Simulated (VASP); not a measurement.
# CoO (I4/mmm) in VASP: single point with BLYP

Aim: the single point of CoO with BLYP.

Program: VASP 6.6.1. These are calculated values, not measurements. Logs are shortened: lines on timing, memory, paths and dates and some standing lists are left out, and cuts for length are marked.

## 1. The cell of the first run

The structure is tetragonal, space group I4/mmm (No. 139). The conventional cell has a = 3.153 Å, b = 3.153 Å, c = 4.071 Å, α = 90.00°, β = 90.00°, γ = 90.00°. Within 2.7 Å of Co (site symmetry 4/mmm) lie 6 O at 2.04 to 2.23 Å. O (site symmetry 4/mmm) has 6 Co at 2.04 to 2.23 Å within 2.7 Å.

## 2. Single point, BLYP, collinear spin, ferromagnetic start

Input file INCAR:

```
PREC     = Accurate       # precision mode
ENCUT    = 520            # plane-wave cutoff, eV
EDIFF    = 1E-6           # SCF threshold, eV
ISMEAR   = -1             # smearing method
SIGMA    = 0.05           # smearing width, eV
LREAL    = False          # projectors in reciprocal space
LASPH    = True           # aspherical terms in the spheres
NELM     = 150            # most SCF steps
ALGO     = Normal         # electronic algorithm
ISIF     = 2              # what is computed and relaxed
LWAVE    = False          # write WAVECAR
LCHARG   = False          # write CHGCAR
ISPIN    = 2              # spin polarisation
MAGMOM   = 2 0            # initial moments
LORBIT   = 11             # projections on sites
LMAXMIX  = 4              # l up to which the mixer works
GGA      = B5             # functional
ALDAX    = 1.0          
AGGAX    = 1.0          
AGGAC    = 1.0          
ALDAC    = 0.0          
NBANDS   = 18             # bands
```

Input file KPOINTS:

```
Automatic mesh
0
Gamma
  12 12 12
```

Input file POSCAR:

```
CoO
1.0
   -1.5765508410      1.5765508410      2.0352946972
    1.5765508410     -1.5765508410      2.0352946972
    1.5765508410      1.5765508410     -2.0352946972
Co O
1 1
Direct
    0.0000000000      0.0000000000      0.0000000000
    0.5000000000      0.5000000000      0.0000000000
```

Potentials or basis: VASP PAW PBE potentials, release 64 (Co, O).

Started as:

```bash
> cat potpaw_PBE.64/Co/POTCAR potpaw_PBE.64/O/POTCAR > POTCAR
> mpirun -np 1 vasp_std > vasp.out
```

OUTCAR:

```text
PREC = Accurate
   ENCUT = 520
   EDIFF = 1E-6
   ISMEAR = -1
   LREAL = False
   LASPH = True
   NELM = 150
   ISIF = 2
   ISPIN = 2
   LORBIT = 11
   GGA = B5

 ion  position               nearest neighbor table
   1  0.000  0.000  0.000-   2 2.04   2 2.04   2 2.23   2 2.23   2 2.23   2 2.23
   2  0.500  0.500  0.000-   1 2.04   1 2.04   1 2.23   1 2.23   1 2.23   1 2.23

  LATTYP: Found a body centered tetragonal cell.
 ALAT       =     3.1531016820
 C/A-ratio  =     1.2909794244

  Lattice vectors:

 A1 = (  -1.5765508410,   1.5765508410,   2.0352946972)
 A2 = (   1.5765508410,  -1.5765508410,   2.0352946972)
 A3 = (   1.5765508410,   1.5765508410,  -2.0352946972)

Analysis of symmetry for initial positions (statically):
=====================================================================
 Subroutine PRICEL returns:
 Original cell was already a primitive cell.

 Routine SETGRP: Setting up the symmetry group for a
 body centered tetragonal supercell.

 Subroutine GETGRP returns: Found 16 space group operations
 (whereof 16 operations were pure point group operations)
 out of a pool of 16 trial point group operations.

The static configuration has the point symmetry D_4h.

Analysis of symmetry for dynamics (positions and initial velocities):
=====================================================================
 Subroutine PRICEL returns:
 Original cell was already a primitive cell.

 Routine SETGRP: Setting up the symmetry group for a
 body centered tetragonal supercell.

 Subroutine GETGRP returns: Found 16 space group operations
 (whereof 16 operations were pure point group operations)
 out of a pool of 16 trial point group operations.

The dynamic configuration has the point symmetry D_4h.

Analysis of structural, dynamic, and magnetic symmetry:
=====================================================================
 Subroutine PRICEL returns:
 Original cell was already a primitive cell.

 Routine SETGRP: Setting up the symmetry group for a
 body centered tetragonal supercell.

 Subroutine GETGRP returns: Found 16 space group operations
 (whereof 16 operations were pure point group operations)
 out of a pool of 16 trial point group operations.

The overall configuration has the point symmetry D_4h.

 Subroutine INISYM returns: Found 16 space group operations
 (whereof 16 operations are pure point group operations),
 and found     1 'primitive' translations

----------------------------------------------------------------------------------------

                                     Primitive cell

  volume of cell :      20.2350

  direct lattice vectors                    reciprocal lattice vectors
    -1.576550841  1.576550841  2.035294697     0.000000000  0.317148034  0.245664670
     1.576550841 -1.576550841  2.035294697     0.317148034  0.000000000  0.245664670
     1.576550841  1.576550841 -2.035294697     0.317148034  0.317148034  0.000000000

  length of vectors
     3.018849054  3.018849054  3.018849054     0.401165808  0.401165808  0.448515051

  position of ions in fractional coordinates (direct lattice)
     0.000000000  0.000000000  0.000000000
     0.500000000  0.500000000  0.000000000

  ion indices of the primitive-cell ions
   primitive index   ion index
                 1           1
                 2           2

----------------------------------------------------------------------------------------

 KPOINTS: Automatic mesh

Automatic generation of k-mesh.
 Grid dimensions read from file:
 generate k-points for:   12   12   12

 Generating k-lattice:

  Cartesian coordinates                     Fractional coordinates (reciprocal lattice)
     0.000000000  0.026429003  0.020472056     0.083333333  0.000000000  0.000000000
     0.026429003  0.000000000  0.020472056     0.000000000  0.083333333  0.000000000
     0.026429003  0.026429003  0.000000000     0.000000000  0.000000000  0.083333333

  Length of vectors
     0.033430484  0.033430484  0.037376254

  Shift w.r.t. Gamma in fractional coordinates (k-lattice)
     0.000000000  0.000000000  0.000000000

 Subroutine IBZKPT returns following result:
 ===========================================

 Found    163 irreducible k-points:

 Following reciprocal coordinates:
            Coordinates               Weight
  0.000000  0.000000  0.000000      1.000000
  0.083333 -0.000000  0.000000      8.000000
  0.166667 -0.000000  0.000000      8.000000
  0.250000 -0.000000  0.000000      8.000000
  0.333333  0.000000  0.000000      8.000000
  0.416667 -0.000000  0.000000      8.000000
[... 16 lines left out ...]
  0.500000  0.166667  0.000000     16.000000
 -0.416667  0.166667 -0.000000     16.000000
 [... further k-points ...]
   k-points           NKPTS =    163   k-points in BZ     NKDIM =    163   number of bands    NBANDS=     18
   number of dos      NEDOS =    301   number of ions     NIONS =      2
   total plane-waves  NPLWV =  13824
   dimension x,y,z NGX =    24 NGY =   24 NGZ =   24
   dimension x,y,z NGXF=    48 NGYF=   48 NGZF=   48
   ions per type =               1   1
   NGX,Y,Z   is equivalent  to a cutoff of  13.22, 13.22, 13.22 a.u.
   NGXF,Y,Z  is equivalent  to a cutoff of  26.43, 26.43, 26.43 a.u.
 SYSTEM =  unknown system
   PREC   = accura    normal or accurate (medium, high low for compatibility)
   ISTART =      0    job   : 0-new  1-cont  2-samecut
   ICHARG =      2    charge: 1-file 2-atom 10-const
   ISPIN  =      2    spin polarized calculation?
   LNONCOLLINEAR =      F non collinear calculations
   LSORBIT =      F    spin-orbit coupling
   LASPH  =      T    aspherical Exc in radial PAW
   ENCUT  =  520.0 eV  38.22 Ry    6.18 a.u.   5.61  5.61  5.61*2*pi/ulx,y,z
   NELM   =    150;   NELMIN=  2; NELMDL= -5     # of ELM steps
   EDIFF  = 0.1E-05   stopping-criterion for ELM
   LREAL  =      F    real-space projection
   EDIFFG = 0.1E-04   stopping-criterion for IOM
   NSW    =      0    number of steps for IOM
   IBRION =     -1    ionic relax: 0-MD 1-quasi-New 2-CG
   NFREE  =      0    steps in history (QN), initial steepest desc. (CG)
   ISIF   =      2    stress and relaxation
   ISYM   =      2    0-nonsym 1-usesym 2-fastsym
   POTIM  = 0.5000    time-step for ionic-motion
   TEBEG  =    0.0;   TEEND  =   0.0 temperature during run
   PSTRESS=    0.0 pullay stress
   NELECT =      15.0000    total number of electrons
   NUPDOWN=      -1.0000    fix difference up-down
   EMIN   =  10.00;   EMAX   =-10.00  energy-range for DOS
   EFERMI =   0.00;   METHOD = LEGACY
   ISMEAR =    -1;   SIGMA  =   0.05  broadening in eV -4-tet -1-fermi 0-gaus
   EFERMI_NEDOS =   21; number of points for ismear=-14 and -15
   IALGO  =     38    algorithm
   IMIX   =      4    mixing-type and parameters
     AMIX     =   0.40;   BMIX     =  1.00
     AMIX_MAG =   1.60;   BMIX_MAG =  1.00
  volume/ion in A,a.u.               =      10.12        68.28
  Fermi-wavevector in a.u.,A,eV,Ry     =   1.481622  2.799860 29.867571  2.195205
  Thomas-Fermi vector in A             =   2.595510
   LORBIT       =     11    0 simple, 1 ext, 2 COOP (PROOUT), +10 PAW based schemes
   GGA     = B5    functional components
   LHFCALC =     F    Hartree Fock is set to
   AEXX    =    0.0000 exact exchange contribution
   IVDW    =     0    specifies the selected vdW correction
   LEPSILON=     F    determine dielectric tensor
   LRPA    =     F    only Hartree local field effects (RPA)
 spin polarized calculation
  energy-cutoff  :      520.00
  volume of cell :       20.24
 maximum number of plane-waves:       564
   NGX = 11   NGY = 11   NGZ = 11

 number of electron      15.0000002 magnetization       2.8473303

 Free energy of the ion-electron system (eV)
  ---------------------------------------------------
  ext. energy  EPLUGINS =         0.00000000
  ---------------------------------------------------
  free energy    TOTEN  =       -12.12920582 eV

  energy without entropy =      -12.10171586  energy(sigma->0) =      -12.11546084

 E-fermi :   7.6082     XC(G=0): -11.5630

 val. band max:        7.6081525166   @ k =   0.3333   0.1667   0.0833
 cond. band min:       7.6108436588   @ k =   0.4167   0.0833   0.0833
 fundamental gap:      0.0026911422
 Fermi energy:         7.6081730045

 spin component 1

 k-point     1 :       0.0000    0.0000    0.0000
  band No.  band energies     occupation
      1     -12.1463      1.00000
      2       4.3928      1.00000
      3       4.4323      1.00000
      4       4.4441      1.00000
      5       4.4441      1.00000
      6       4.5804      1.00000
[... 10 lines left out ...]
     17      30.5608      0.00000
     18      30.6413      0.00000

 k-point     2 :       0.0833   -0.0000    0.0000
  band No.  band energies     occupation
      1     -12.0813      1.00000
      2       3.6948      1.00000
      3       3.8610      1.00000
      4       3.9312      1.00000
      5       4.5237      1.00000
      6       4.7488      1.00000
[... 10 lines left out ...]
     17      30.4610      0.00000
     18      31.6848      0.00000

 k-point     3 :       0.1667   -0.0000    0.0000
  band No.  band energies     occupation
      1     -11.8977      1.00000
      2       2.7713      1.00000
      3       3.0837      1.00000
      4       3.3067      1.00000
      5       4.6575      1.00000
      6       4.9078      1.00000
[... 412 lines left out ...]
 k-point    23 :       0.5000    0.1667    0.0000
  band No.  band energies     occupation
      1     -11.0585      1.00000
      2       0.4647      1.00000
      3       1.8210      1.00000
      4       2.1654      1.00000
      5       5.0488      1.00000
      6       5.4406      1.00000
[... 10 lines left out ...]
     17      33.7615      0.00000
     18      35.9007      0.00000

 k-point    24 :      -0.4167    0.1667   -0.0000
  band No.  band energies     occupation
      1     -11.2307      1.00000
      2       0.8526      1.00000
      3       2.0504      1.00000
      4       2.4922      1.00000
      5       4.8349      1.00000
      6       5.3416      1.00000
[... 10 lines left out ...]
     17      33.8145      0.00000
     18      36.1781      0.00000

 [... further k-points ...]

 spin component 2

 k-point     1 :       0.0000    0.0000    0.0000
  band No.  band energies     occupation
      1     -11.6548      1.00000
      2       4.8493      1.00000
      3       5.2871      1.00000
      4       5.2871      1.00000
      5       6.5152      1.00000
      6       6.5155      1.00000
[... 10 lines left out ...]
     17      31.4404      0.00000
     18      31.4733      0.00000

 k-point     2 :       0.0833   -0.0000    0.0000
  band No.  band energies     occupation
      1     -11.5878      1.00000
      2       4.4567      1.00000
      3       4.8552      1.00000
      4       5.0381      1.00000
      5       6.6424      1.00000
      6       6.6424      1.00000
[... 10 lines left out ...]
     17      31.2591      0.00000
     18      32.5135      0.00000

 k-point     3 :       0.1667   -0.0000    0.0000
  band No.  band energies     occupation
      1     -11.3981      1.00000
      2       3.4252      1.00000
      3       4.2851      1.00000
      4       4.5455      1.00000
      5       6.8240      1.00000
      6       6.8802      1.00000
[... 412 lines left out ...]
 k-point    23 :       0.5000    0.1667    0.0000
  band No.  band energies     occupation
      1     -10.5195      1.00000
      2       0.9988      1.00000
      3       2.9051      1.00000
      4       3.3589      1.00000
      5       7.2162      0.99961
      6       7.4274      0.97378
[... 10 lines left out ...]
     17      34.1937      0.00000
     18      36.2808      0.00000

 k-point    24 :      -0.4167    0.1667   -0.0000
  band No.  band energies     occupation
      1     -10.6990      1.00000
      2       1.4247      1.00000
      3       3.1344      1.00000
      4       3.6459      1.00000
      5       6.9249      1.00000
      6       7.4018      0.98414
[... 10 lines left out ...]
     17      34.3191      0.00000
     18      36.6334      0.00000

 [... further k-points ...]

------------------------ aborting loop because EDIFF is reached ----------------------------------------

  FORCE on cell =-STRESS in cart. coord.  units (eV):
  Direction    XX          YY          ZZ          XY          YZ          ZX
  --------------------------------------------------------------------------------------
  -------------------------------------------------------------------------------------
  Total       -0.0859280     -0.0859280     -0.0494224      0.0000000      0.0000000      0.0000000
  in kB       -6.8036526     -6.8036526     -3.9131956      0.0000000      0.0000000      0.0000000
  external PRESSURE =      -5.8401669 kB  Pullay stress =       0.0000000 kB

 VOLUME and BASIS-vectors are now :
 -----------------------------------------------------------------------------
  energy-cutoff  :      520.00
  volume of cell :       20.24
      direct lattice vectors                 reciprocal lattice vectors
    -1.576550841  1.576550841  2.035294697     0.000000000  0.317148034  0.245664670
     1.576550841 -1.576550841  2.035294697     0.317148034  0.000000000  0.245664670
     1.576550841  1.576550841 -2.035294697     0.317148034  0.317148034  0.000000000

 POSITION                                       TOTAL-FORCE (eV/Angst)
 -----------------------------------------------------------------------------------
      0.00000      0.00000      0.00000        -0.000000     -0.000000     -0.000000
      0.00000      0.00000      2.03529         0.000000      0.000000      0.000000
 -----------------------------------------------------------------------------------
    total drift:                               -0.000000      0.000000     -0.000000

  FREE ENERGIE OF THE ION-ELECTRON SYSTEM (eV)
  ---------------------------------------------------
  free  energy   TOTEN  =       -12.1292058169 eV

  energy  without entropy=      -12.1017158555  energy(sigma->0) =      -12.11546084

 total charge

# of ion       s       p       d       tot
------------------------------------------
    1        0.283   0.329   7.160   7.773
    2        1.550   3.426   0.000   4.976
--------------------------------------------------
tot          1.833   3.756   7.160  12.749

 magnetization (x)

# of ion       s       p       d       tot
------------------------------------------
    1        0.021   0.014   2.461   2.496
    2        0.027   0.268   0.000   0.295
--------------------------------------------------
tot          0.048   0.282   2.461   2.791
```

Run time: 91 s. Hardware: 1 thread of AMD EPYC 9R45 (Zen 5), shared host; peak memory 0.19 GiB.

Results:

- Free energy: -12.1292 eV
- Pressure: -0.6 GPa
- Net moment: 2.85 μB per cell
- Site moments: Co +2.50; O +0.29 μB
- Valence electrons inside the program's atomic spheres: Co 7.77; O 4.98

Levels at points of the mesh, in eV from the Fermi level:
Spin up:
| k point | band 6 | band 7 | band 8 | band 9 | band 10 | band 11 | band 12 | band 13 |
| --- | --- | --- | --- | --- | --- | --- | --- | --- |
| (0.00, 0.00, 0.00) | -3.03 | -2.91 | -2.91 | -2.30 | 1.20 | 17.53 | 18.12 | 18.12 |
| (0.50, 0.00, 0.00) | -2.14 | -1.62 | -0.17 | 0.31 | 5.34 | 9.08 | 12.41 | 14.55 |
| (0.50, 0.50, 0.00) | -2.83 | -2.28 | -2.14 | -1.64 | 5.77 | 9.38 | 12.39 | 15.09 |
| (0.50, 0.50, 0.50) | -2.58 | -2.32 | -2.20 | -2.20 | 5.87 | 10.61 | 11.40 | 14.67 |
Spin down:
```csv
k point,band 3,band 4,band 5,band 6,band 7,band 8,band 9,band 10
"(0.00, 0.00, 0.00)",-2.32,-2.32,-1.09,-1.09,-0.89,-0.28,0.24,1.87
"(0.50, 0.00, 0.00)",-4.59,-4.28,-0.32,0.05,0.21,2.42,2.68,5.61
"(0.50, 0.50, 0.00)",-3.88,-3.17,-1.94,-0.13,0.18,0.37,1.04,6.51
"(0.50, 0.50, 0.50)",-3.77,-3.77,-2.06,0.11,0.11,0.80,0.85,6.58
```

Caveat: the PAW data sets were made with another functional, which shifts forces and pressure a little; a cell with one magnetic atom can't hold antiferromagnetic order, which such compounds often take; semilocal functionals often make such compounds metallic where correlation or magnetic order opens a gap, which also shifts bond lengths.
